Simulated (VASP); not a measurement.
Input of a VASP 6.6.1 run:

The input INCAR:

```
SYSTEM = BN
  ALGO = Normal
  EDIFF = 1E-6
  EDIFFG = -0.008
  ENCUT = 600
  GGA = PS
  IBRION = 2
  ISIF = 3
  ISMEAR = 0
  LASPH = .True.
  LCHARG = .False.
  LREAL = .False.
  LWAVE = .False.
  NELM = 100
  NSW = 70
  PREC = Accurate
  PSTRESS = 900.0
  SIGMA = 0.02
```

KPOINTS

```
k-points
0
Gamma
  12 12 6
  0 0 0
```

File POSCAR:

```
BN
1.0
    2.3807460746      0.0000000000      0.0000000000
   -1.1903730373      2.0617865806      0.0000000000
    0.0000000000      0.0000000000      4.5519498573
B N
2 2
Direct
    0.3333333333      0.6666666667      0.2500000000
    0.6666666667      0.3333333333      0.7500000000
    0.3333333333      0.6666666667      0.7500000000
    0.6666666667      0.3333333333      0.2500000000
```

Potentials or basis: VASP PAW PBE potentials, release 64 (B, N).

Command:

```sh
$ cat potpaw_PBE.64/B/POTCAR potpaw_PBE.64/N/POTCAR > POTCAR
$ mpirun -np 1 vasp_std > vasp.out
```

Problem. What does it give for the relaxed cell?

Solution. a = 2.419 Å, b = 2.419 Å, c = 4.259 Å, α = 90.00°, β = 90.00°, γ = 120.00°.

Problem. Predict the relaxed volume.

Solution. 5.39 Å³/atom.

Problem. What does it give for the space group after relaxing (to 0.05 Å)?

Solution. P6_3/mmc (No. 194).

The path:
```
step  energy change (eV)  largest force (eV/Å)  pressure (GPa)  volume (Å³)
   1              0.0000                0.0000           95.69        22.34
   2             -0.3513                0.0000           56.84        22.95
   3             -0.2538                0.0000           74.51        22.66
   4              0.3791                0.0000           92.53        21.41
   5              0.2805                0.0000           89.67        21.58
   6              0.2684                0.0000           89.32        21.60
   7              0.2809                0.0000           90.72        21.58
   8              0.2719                0.0000           89.72        21.60
   9              0.2822                0.0000           90.08        21.58
```

Caveat: the cell is relaxed towards a set pressure, so the enthalpy falls and the energy may rise; the PAW data sets were made with another functional, which shifts forces and pressure a little.
